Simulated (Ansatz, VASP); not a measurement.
## Hf: VASP beside Ansatz

```
Hf
1.0
     0.00000    2.04240    2.22000
     2.04240    0.00000    2.22000
     2.04240    2.04240    0.00000
Hf
1
Direct
  0.00000 0.00000 0.00000
```

Change from the starting cell: strain -0.080 along x and y, +0.000 along z, atoms carried along.

Alike in both runs: task single point; functional LDA; k mesh 18 × 18 × 18; occupations gaussian, width 0.15 eV; no spin polarisation.

|  | VASP | Ansatz |
| --- | --- | --- |
| version | VASP 6.6.1 | Ansatz 0.2.0 |
| potentials or method | VASP PAW LDA potentials, release 64 (Hf_pv), cutoff 520 eV | scalar-relativistic, plane waves, PAW |
| valence electrons in the cell | 10 | 26 |

|  | VASP | Ansatz | Ansatz less VASP |
| --- | --- | --- | --- |
| gap on the k mesh at the Fermi level (eV) | none | none | - |
| pressure (GPa) | 15.7 | 15.6 | -0.14 |
| traceless stress, the component that is largest in VASP (GPa) | -2.61 | -2.61 | -0.007 |

LDA's correlation is that of Perdew and Zunger in VASP and of Perdew and Wang (1992) in Ansatz. A gap of «none» marks a metal or a gap that the smearing closes. VASP's potentials hold 10 valence electrons a cell and Ansatz's 26, so a difference there can come from the potentials and not from the codes.

Spin-orbit coupling is off throughout.
